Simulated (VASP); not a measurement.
Input of a VASP 6.6.1 run:

The input INCAR:

```
ALGO     = Normal         # electronic algorithm
EDIFF    = 1E-6           # SCF threshold, eV
ENCUT    = 520            # plane-wave cutoff, eV
GGA      = PE             # functional
ISIF     = 2              # what is computed and relaxed
ISMEAR   = 0              # smearing method
LASPH    = True           # aspherical terms in the spheres
LCHARG   = False          # write CHGCAR
LREAL    = False          # projectors in reciprocal space
LWAVE    = False          # write WAVECAR
NBANDS   = 16             # bands
NELM     = 80             # most SCF steps
PREC     = Accurate       # precision mode
SIGMA    = 0.1            # smearing width, eV
```

File KPOINTS:

```
k-points
0
Gamma
  20 20 20
```

The input POSCAR:

```
B3I
1.0
   -1.5504412427      1.5504412427      6.9303713418
    1.5504412427     -1.5504412427      6.9303713418
    1.5504412427      1.5504412427     -6.9303713418
B I
3 1
Direct
    0.5000000000      0.5000000000      0.0000000000
    0.2500000000      0.7500000000      0.5000000000
    0.7500000000      0.2500000000      0.5000000000
    0.0000000000      0.0000000000      0.0000000000
```

Potentials or basis: VASP PAW PBE potentials, release 64 (B, I).

Launch:

```console
$ cat potpaw_PBE.64/B/POTCAR potpaw_PBE.64/I/POTCAR > POTCAR
$ mpirun -np 1 vasp_std > vasp.out
```

Question: Estimate the pressure.

Answer: -0.1 GPa.

Question: Estimate the band gap on the k mesh.

Answer: Zero (bands 8 and 9 overlap by 3.60 eV).

Stress tensor (GPa, compression positive):
```
-0.12  0.00  0.00
 0.00 -0.12  0.00
 0.00  0.00  0.00
```

Caveat: spin-orbit coupling is left out, which moves the levels of the heavy elements.
